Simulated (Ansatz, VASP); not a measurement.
## CoO in VASP and in Ansatz

```
CELL_PARAMETERS angstrom
2.66125 0.00000 0.00000
0.00000 2.66125 0.00000
0.00000 0.00000 5.32250
ATOMIC_POSITIONS crystal
Co 0.00000 0.00000 0.00000
Co 0.00000 0.00000 0.50000
O 0.50000 0.50000 0.25000
O 0.50000 0.50000 0.75000
```

Alike in both runs: task single point; functional PBE; k mesh 10 × 10 × 5; occupations fermi-dirac, width 0.05 eV; collinear spin; Hubbard terms Co d U = 3.32 eV.

```csv
,VASP,Ansatz
version,VASP 6.6.1,Ansatz 0.2.0
potentials or method,"VASP PAW PBE potentials, release 64 (Co, O), cutoff 520 eV","scalar-relativistic, plane waves, PAW"
valence electrons in the cell,30,46
```

```tsv
	VASP	Ansatz	Ansatz less VASP
gap on the k mesh at the Fermi level (eV)	1.51	1.40	-0.115
least direct gap on the mesh (eV)	2.11	2.00	-0.117
pressure (GPa)	-6.4	-2.9	+3.52
net moment per atom (μB)	0.00	0.00	0.000
size of the moment on the site where the two differ most (μB)	2.62	2.55	-0.069
```

Site moments also hang on the region over which each program counts them. The programs project onto different local orbitals, so the same U acts differently, and such runs can settle in different states. VASP's potentials hold 30 valence electrons a cell and Ansatz's 46, so a difference there can come from the potentials and not from the codes.
